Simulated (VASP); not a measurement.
A run of VASP 6.6.1 is set up as follows.

File INCAR:

```
PREC = Accurate
ENCUT = 500
EDIFF = 1E-6
ISMEAR = -1
SIGMA = 0.05
LREAL = False
LASPH = True
NELM = 120
ALGO = Normal
ISIF = 2
LWAVE = False
LCHARG = False
GGA = PS
NBANDS = 17
GGA_COMPAT = False
```

File KPOINTS:

```
Automatic mesh
0
Gamma
  6 6 6
```

File POSCAR:

```
PbSe
1.0
    3.7843200000      0.0000000000      0.0000000000
    0.0000000000      3.7843200000      0.0000000000
    0.0000000000      0.0000000000      3.7843200000
Pb Se
1 1
Direct
    0.0000000000      0.0000000000      0.0000000000
    0.5000000000      0.5000000000      0.5000000000
```

Potentials or basis: VASP PAW PBE potentials, release 64 (Pb_d, Se).

The run is started by

```bash
$ cat potpaw_PBE.64/Pb_d/POTCAR potpaw_PBE.64/Se/POTCAR > POTCAR
$ mpirun -np 1 vasp_std > vasp.out
```

(1) Predict the pressure.

(2) Predict the band gap on the k mesh.

Answers

(1) -3.2 GPa.

(2) zero (band 10 reaches 5.30 eV, above the bottom of band 11 at 4.54 eV).

Caveat: the PAW data sets were made with another functional, which shifts forces and pressure a little; spin-orbit coupling is left out, which moves the levels of the heavy elements.
